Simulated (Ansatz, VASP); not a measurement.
**TiSn3O8: VASP beside Ansatz**

```
CELL_PARAMETERS angstrom
3.37561 -3.38115 0.00000
3.37561 3.38115 0.00000
0.00000 0.00000 6.36068
ATOMIC_POSITIONS crystal
Ti 0.50000 0.50000 0.00000
Sn 0.50000 0.50000 0.50000
Sn 0.00000 0.00000 0.75468
Sn 0.00000 0.00000 0.24532
O 0.20305 0.20305 0.00000
O 0.19378 0.19378 0.50000
O 0.79695 0.79695 0.00000
O 0.80622 0.80622 0.50000
O 0.68963 0.31037 0.76164
O 0.68963 0.31037 0.23836
O 0.31037 0.68963 0.76164
O 0.31037 0.68963 0.23836
```

Alike in both runs: functional PBE; k mesh 6 × 6 × 4; occupations gaussian, width 0.02 eV; no spin polarisation.

Ansatz relaxed the structure, and its values are those at the end. VASP's run is a single point on that final structure, the one shown.

```csv
,VASP,Ansatz
version,VASP 6.6.1,Ansatz 0.2.0
potentials or method,"VASP PAW PBE potentials, release 64 (Ti_sv, Sn_d, O), cutoff 520 eV","scalar-relativistic, plane waves, PAW"
valence electrons in the cell,102,102
```

```csv
,VASP,Ansatz,Ansatz less VASP
gap on the k mesh at the Fermi level (eV),1.73,1.76,+0.022
least direct gap on the mesh (eV),1.85,1.86,+0.014
pressure (GPa),0.6,0.0,-0.61
rms of the force components (eV/Å),0.010,0.001,-0.0087
```

With one functional, cell and mesh, what is left measures potentials, basis and numerics.
